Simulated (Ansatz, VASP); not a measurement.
# Mg: VASP beside Ansatz

```
Mg
1.0
     3.27224    0.00000    0.00000
    -1.63612    2.83385    0.00000
     0.00000    0.00000    5.31249
Mg
2
Cartesian
  1.6361 0.9446 3.9844
  0.0000 1.8892 1.3281
```

Alike in both runs: task single point; functional RPBE; dispersion D4; k mesh 10 × 10 × 5; occupations fermi-dirac, width 0.05 eV; no spin polarisation.

```csv
,VASP,Ansatz
version,VASP 6.6.1,Ansatz 0.2.0
potentials or method,"VASP PAW PBE potentials, release 64 (Mg)",Ansatz PAW
plane-wave cutoff (eV),520,420
valence electrons in the cell,4,20
```

Ansatz gave:

| Property | Result |
| --- | --- |
| gap on the k mesh at the Fermi level (eV) | none |
| pressure (GPa) | -3.0 |
| traceless stress, the component that is largest in VASP (GPa) | 0.77 |

Problem. Estimate VASP's values.

Solution. gap on the k mesh at the Fermi level (eV): none; pressure (GPa): -3.1; traceless stress, the component that is largest in VASP (GPa): 0.77.

VASP's potentials were made for PBE, not for RPBE. A gap of «none» marks a metal or a gap that the smearing closes. VASP's potentials hold 4 valence electrons a cell and Ansatz's 20, so a difference there can come from the potentials and not from the codes.
